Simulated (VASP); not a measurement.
# ZnSe (F-43m) in VASP: G0W0 quasiparticle levels with PBE

Aim: the G0W0 quasiparticle levels of ZnSe with PBE.

All numbers are computed with VASP 6.6.1; they aren't measurements. Logs are shortened: lines on timing, memory, paths and dates and some standing lists are left out, and cuts for length are marked.

## 1. The cell of the first run

It takes space group F-43m (No. 216, cubic). Conventional cell: a = 5.665 Å, b = 5.665 Å, c = 5.665 Å, α = 90.00°, β = 90.00°, γ = 90.00°. Within 3.2 Å of Zn (site symmetry -43m) lie 4 Se at 2.45 Å. Within 3.2 Å of Se (site symmetry -43m) lie 4 Zn at 2.45 Å.

## 2. G0W0 quasiparticle levels, PBE

Contents of POSCAR:

```
ZnSe
1.0
    0.0000000000      2.8324246733      2.8324246733
    2.8324246733      0.0000000000      2.8324246733
    2.8324246733      2.8324246733      0.0000000000
Zn Se
1 1
Direct
    0.0000000000      0.0000000000      0.0000000000
    0.2500000000      0.2500000000      0.2500000000
```

Contents of INCAR.step1:

```
PREC = Accurate
ENCUT = 500
EDIFF = 1E-8
ISMEAR = 0
SIGMA = 0.01
LREAL = F
LASPH = T
NELM = 80
ALGO = Normal
LWAVE = T
LCHARG = F
GGA = PE
```

Contents of INCAR.step2:

```
PREC = Accurate
ENCUT = 500
EDIFF = 1E-8
ISMEAR = 0
SIGMA = 0.01
LREAL = F
LASPH = T
NELM = 1
ALGO = Exact
LWAVE = T
LCHARG = F
GGA = PE
NBANDS = 82
LOPTICS = T
ISTART = 1
```

Contents of INCAR.step3:

```
PREC = Accurate
ENCUT = 500
EDIFF = 1E-8
ISMEAR = 0
SIGMA = 0.01
LREAL = F
LASPH = T
ALGO = EVGW0
LWAVE = F
LCHARG = F
GGA = PE
NELMGW = 1
NBANDS = 82
ENCUTGW = 80.0
NOMEGA = 96
PRECFOCK = Fast
ISTART = 1
NBANDSGW = 17
OMEGAMAX = 20
```

Contents of KPOINTS:

```
regular mesh
0
Gamma
  8 8 8
```

Potentials or basis: VASP PAW PBE potentials, release 64 (Zn_GW, Se_GW).

On the command line:

```bash
> cat potpaw_PBE.64/Zn_GW/POTCAR potpaw_PBE.64/Se_GW/POTCAR > POTCAR
> cp INCAR.step1 INCAR
> mpirun -np 1 vasp_std > vasp.out
> cp INCAR.step2 INCAR
> mpirun -np 1 vasp_std > vasp.out
> cp INCAR.step3 INCAR
> mpirun -np 1 vasp_std > vasp.out
```

OUTCAR:

```text
PREC = Accurate
   ENCUT = 500
   EDIFF = 1E-8
   ISMEAR = 0
   LREAL = F
   LASPH = T
   GGA = PE
   NELMGW = 1
   ENCUTGW = 80.0
   PRECFOCK = Fast
   ISTART = 1

 ion  position               nearest neighbor table
   1  0.000  0.000  0.000-   2 2.45   2 2.45   2 2.45   2 2.45
   2  0.250  0.250  0.250-   1 2.45   1 2.45   1 2.45   1 2.45

  LATTYP: Found a face centered cubic cell.
 ALAT       =     5.6648493466

  Lattice vectors:

 A1 = (   0.0000000000,   2.8324246733,   2.8324246733)
 A2 = (   2.8324246733,   0.0000000000,   2.8324246733)
 A3 = (   2.8324246733,   2.8324246733,   0.0000000000)

Analysis of symmetry for initial positions (statically):
=====================================================================
 Subroutine PRICEL returns:
 Original cell was already a primitive cell.

 Routine SETGRP: Setting up the symmetry group for a
 face centered cubic supercell.

 Subroutine GETGRP returns: Found 24 space group operations
 (whereof 24 operations were pure point group operations)
 out of a pool of 48 trial point group operations.

The static configuration has the point symmetry T_d .

Analysis of symmetry for dynamics (positions and initial velocities):
=====================================================================
 Subroutine PRICEL returns:
 Original cell was already a primitive cell.

 Routine SETGRP: Setting up the symmetry group for a
 face centered cubic supercell.

 Subroutine GETGRP returns: Found 24 space group operations
 (whereof 24 operations were pure point group operations)
 out of a pool of 48 trial point group operations.

The dynamic configuration has the point symmetry T_d .

 Subroutine INISYM returns: Found 24 space group operations
 (whereof 24 operations are pure point group operations),
 and found     1 'primitive' translations

----------------------------------------------------------------------------------------

                                     Primitive cell

  volume of cell :      45.4470

  direct lattice vectors                    reciprocal lattice vectors
     0.000000000  2.832424673  2.832424673    -0.176527201  0.176527201  0.176527201
     2.832424673  0.000000000  2.832424673     0.176527201 -0.176527201  0.176527201
     2.832424673  2.832424673  0.000000000     0.176527201  0.176527201 -0.176527201

  length of vectors
     4.005653387  4.005653387  4.005653387     0.305754081  0.305754081  0.305754081

  position of ions in fractional coordinates (direct lattice)
     0.000000000  0.000000000  0.000000000
     0.250000000  0.250000000  0.250000000

  ion indices of the primitive-cell ions
   primitive index   ion index
                 1           1
                 2           2

----------------------------------------------------------------------------------------

 KPOINTS: regular mesh

Automatic generation of k-mesh.
 Grid dimensions read from file:
 generate k-points for:    8    8    8

 Generating k-lattice:

  Cartesian coordinates                     Fractional coordinates (reciprocal lattice)
    -0.022065900  0.022065900  0.022065900     0.125000000  0.000000000  0.000000000
     0.022065900 -0.022065900  0.022065900     0.000000000  0.125000000  0.000000000
     0.022065900  0.022065900 -0.022065900     0.000000000  0.000000000  0.125000000

  Length of vectors
     0.038219260  0.038219260  0.038219260

  Shift w.r.t. Gamma in fractional coordinates (k-lattice)
     0.000000000  0.000000000  0.000000000

 Subroutine IBZKPT returns following result:
 ===========================================

 Found     29 irreducible k-points:

 Following reciprocal coordinates:
            Coordinates               Weight
  0.000000  0.000000  0.000000      1.000000
  0.125000  0.000000  0.000000      8.000000
  0.250000  0.000000  0.000000      8.000000
  0.375000  0.000000  0.000000      8.000000
  0.500000  0.000000  0.000000      4.000000
  0.125000  0.125000  0.000000      6.000000
[... 16 lines left out ...]
  0.500000  0.250000  0.125000     48.000000
 -0.375000  0.250000  0.125000     24.000000
 [... further k-points ...]
   k-points           NKPTS =     29   k-points in BZ     NKDIM =    512   number of bands    NBANDS=     82
   number of dos      NEDOS =    301   number of ions     NIONS =      2
   total plane-waves  NPLWV =  27000
   dimension x,y,z NGX =    30 NGY =   30 NGZ =   30
   dimension x,y,z NGXF=    60 NGYF=   60 NGZF=   60
   ions per type =               1   1
   NGX,Y,Z   is equivalent  to a cutoff of  12.45, 12.45, 12.45 a.u.
   NGXF,Y,Z  is equivalent  to a cutoff of  24.90, 24.90, 24.90 a.u.
 SYSTEM =  unknown system
   PREC   = accura    normal or accurate (medium, high low for compatibility)
   ISTART =      1    job   : 0-new  1-cont  2-samecut
   ICHARG =      0    charge: 1-file 2-atom 10-const
   ISPIN  =      1    spin polarized calculation?
   LNONCOLLINEAR =      F non collinear calculations
   LSORBIT =      F    spin-orbit coupling
   LASPH  =      T    aspherical Exc in radial PAW
   ENCUT  =  500.0 eV  36.75 Ry    6.06 a.u.   7.30  7.30  7.30*2*pi/ulx,y,z
   NELM   =     60;   NELMIN=  2; NELMDL=  0     # of ELM steps
   EDIFF  = 0.1E-07   stopping-criterion for ELM
   LREAL  =      F    real-space projection
   EDIFFG = 0.1E-06   stopping-criterion for IOM
   NSW    =      0    number of steps for IOM
   IBRION =     -1    ionic relax: 0-MD 1-quasi-New 2-CG
   NFREE  =      0    steps in history (QN), initial steepest desc. (CG)
   ISIF   =      0    stress and relaxation
   ISYM   =      3    0-nonsym 1-usesym 2-fastsym
   POTIM  = 0.5000    time-step for ionic-motion
   TEBEG  =    0.0;   TEEND  =   0.0 temperature during run
   PSTRESS=    0.0 pullay stress
   NELECT =      18.0000    total number of electrons
   NUPDOWN=      -1.0000    fix difference up-down
   EMIN   =  10.00;   EMAX   =-10.00  energy-range for DOS
   EFERMI =   0.00;   METHOD = LEGACY
   ISMEAR =     0;   SIGMA  =   0.01  broadening in eV -4-tet -1-fermi 0-gaus
   EFERMI_NEDOS =   21; number of points for ismear=-14 and -15
   IALGO  =     38    algorithm
   IMIX   =      4    mixing-type and parameters
     AMIX     =   0.40;   BMIX     =  1.00
     AMIX_MAG =   1.60;   BMIX_MAG =  1.00
  volume/ion in A,a.u.               =      22.72       153.35
  Fermi-wavevector in a.u.,A,eV,Ry     =   1.202257  2.271936 19.666157  1.445422
  Thomas-Fermi vector in A             =   2.338043
   LORBIT       =      0    0 simple, 1 ext, 2 COOP (PROOUT), +10 PAW based schemes
   GGA     = PE    functional components
   LHFCALC =     T    Hartree Fock is set to
   PRECFOCK=fast      Normal, Fast or Accurate (Low or Medium for compatibility)
   ENCUT4O =  -1.0   cutoff for four orbital integrals eV
   NKREDX  =     1    reduce k-point grid by
   NKREDY  =     1    reduce k-point grid by
   NKREDZ  =     1    reduce k-point grid by
   AEXX    =    1.0000 exact exchange contribution
   HFSCREEN=    0.0000 screening length (either q_TF or 0.3 A-1)
   HFSCREENC=   0.0000 screening length for correlation (either q_TF or 0.3 A-1)
   ENCUTFOCK=  -1.0 apply spherical cutoff to Coloumb kernel
   IVDW    =     0    specifies the selected vdW correction
   LEPSILON=     F    determine dielectric tensor
   LRPA    =     F    only Hartree local field effects (RPA)
   LRPAFORCE           =     F    calculate RPA forces
   ENCUTGW             =  80.0    cutoff for response function in eV
   ENCUTGWSOFT         =  64.0    soft cutoff for Coulomb kernel in GW response function in eV
   ENCUTLF             =  -1.0    cutoff for local field effects
   NELMGW              =     1    number of iterations in solving QP/BSE equation
   NELMHF              =     1    number of iterations in the inner HF iteration
   NKREDLFX            =     1    NKREDLFY  =   1   NKREDLFZ  =   1
 non-spin polarized calculation
 Gauss-broadening in eV      SIGMA  =   0.01
  energy-cutoff  :      500.00
  volume of cell :       45.45
 maximum number of plane-waves:      1174
 NGX is ok and might be reduce to    30
  NGX = 18; NGY = 18; NGZ = 18
   NGX = 15   NGY = 15   NGZ = 15
 maximum number of plane-waves:        80
 NGX is ok and might be reduce to    14

 QP shifts <psi_nk| G(iteration)W_0 |psi_nk>: iteration 1
 for sc-GW calculations column KS-energies equals QP-energies in previous step
 and V_xc(KS)=  KS-energies - (<T + V_ion + V_H > + <T+V_H+V_ion>^1  + <V_x>^1)

 k-point   1 :       0.0000    0.0000    0.0000
  band No.  KS-energies  QP-energies   sigma(KS)   V_xc(KS)     V^pw_x(r,r')   Z            occupation Imag(sigma)

      1     -10.6096     -10.8986     -12.7608     -12.3168     -19.8536       0.6510       2.0000       1.0580
      2      -3.8884      -5.9191     -22.6694     -19.6743     -30.8280       0.6780       2.0000       0.1488
      3      -3.8884      -5.9191     -22.6694     -19.6743     -30.8280       0.6780       2.0000       0.1488
      4      -3.8884      -5.9191     -22.6694     -19.6743     -30.8280       0.6780       2.0000       0.1488
      5      -3.5169      -5.7001     -23.6879     -20.4977     -32.0529       0.6844       2.0000       0.1274
      6      -3.5169      -5.7001     -23.6879     -20.4977     -32.0529       0.6844       2.0000       0.1274
[... 9 lines left out ...]
     16      14.1199      14.4581      -9.8895     -10.3347      -5.0246       0.7596       0.0000      -0.2524
     17      15.7132      15.6752      -7.6835      -7.6339      -2.2891       0.7658       0.0000      -0.4732

 k-point   2 :       0.1250    0.0000    0.0000
  band No.  KS-energies  QP-energies   sigma(KS)   V_xc(KS)     V^pw_x(r,r')   Z            occupation Imag(sigma)

      1     -10.5087     -10.7991     -12.8233     -12.3790     -19.8781       0.6538       2.0000       1.0473
      2      -3.8818      -5.8945     -22.4830     -19.5166     -30.5704       0.6785       2.0000       0.1511
      3      -3.8727      -5.9092     -22.7054     -19.7058     -30.8708       0.6789       2.0000       0.1486
      4      -3.8727      -5.9092     -22.7054     -19.7058     -30.8708       0.6789       2.0000       0.1486
      5      -3.5185      -5.6993     -23.6814     -20.4922     -32.0463       0.6838       2.0000       0.1276
      6      -3.5185      -5.6993     -23.6814     -20.4922     -32.0463       0.6838       2.0000       0.1276
[... 9 lines left out ...]
     16      13.4538      13.6992      -7.9830      -8.3083      -2.6725       0.7546       0.0000      -0.2847
     17      15.1060      15.0809      -7.4980      -7.4652      -2.2587       0.7649       0.0000      -0.3728

 k-point   3 :       0.2500    0.0000    0.0000
  band No.  KS-energies  QP-energies   sigma(KS)   V_xc(KS)     V^pw_x(r,r')   Z            occupation Imag(sigma)
[... 421 lines left out ...]
      1      -9.7953     -10.0821     -13.3637     -12.9355     -20.1931       0.6699       2.0000       0.9646
      2      -3.7932      -5.8266     -22.5909     -19.6086     -30.6798       0.6818       2.0000       0.1499
      3      -3.7616      -5.8295     -22.8870     -19.8572     -31.0745       0.6825       2.0000       0.1470
      4      -3.6298      -5.6707     -22.5489     -19.5646     -30.5675       0.6839       2.0000       0.1484
      5      -3.5047      -5.6857     -23.6636     -20.4812     -32.0293       0.6853       2.0000       0.1297
      6      -3.4529      -5.5697     -23.2905     -20.2025     -31.5036       0.6855       2.0000       0.1386
[... 9 lines left out ...]
     16      16.3499      16.5126      -8.2607      -8.4730      -2.8979       0.7670       0.0000      -0.4591
     17      16.9018      17.3500      -9.9185     -10.5136      -4.1755       0.7531       0.0000      -0.5942

 k-point  24 :      -0.3750    0.2500    0.1250
  band No.  KS-energies  QP-energies   sigma(KS)   V_xc(KS)     V^pw_x(r,r')   Z            occupation Imag(sigma)

      1      -9.6858      -9.9709     -13.4699     -13.0459     -20.2732       0.6724       2.0000       0.9490
      2      -3.7848      -5.8360     -22.7134     -19.7076     -30.8434       0.6824       2.0000       0.1480
      3      -3.7473      -5.8218     -22.9539     -19.9154     -31.1590       0.6828       2.0000       0.1464
      4      -3.5492      -5.7030     -23.4494     -20.2976     -31.7658       0.6834       2.0000       0.1349
      5      -3.5101      -5.6858     -23.6608     -20.4810     -32.0260       0.6842       2.0000       0.1303
      6      -3.3077      -5.4334     -23.4804     -20.3881     -31.7246       0.6874       2.0000       0.1418
[... 9 lines left out ...]
     16      16.2139      16.4698      -8.8326      -9.1705      -3.2825       0.7570       0.0000      -0.4796
     17      16.6420      17.1058      -9.8052     -10.4161      -4.1575       0.7593       0.0000      -0.5820

 [... further k-points ...]
```

It took 29 min on 1 thread of Intel Xeon 6975P-C (Granite Rapids), shared host; peak memory 1.4 GiB.

What came out:

```
Quasiparticle gap                                   : 2.47 eV
Least direct quasiparticle gap                      : 2.47 eV
Band gap of the starting levels on the mesh         : 1.28 eV
Least direct gap of the starting levels on the mesh : 1.28 eV
```

Caveat: bands, screening cutoff and mesh are small and nothing is extrapolated, so the quasiparticle values aren't converged.
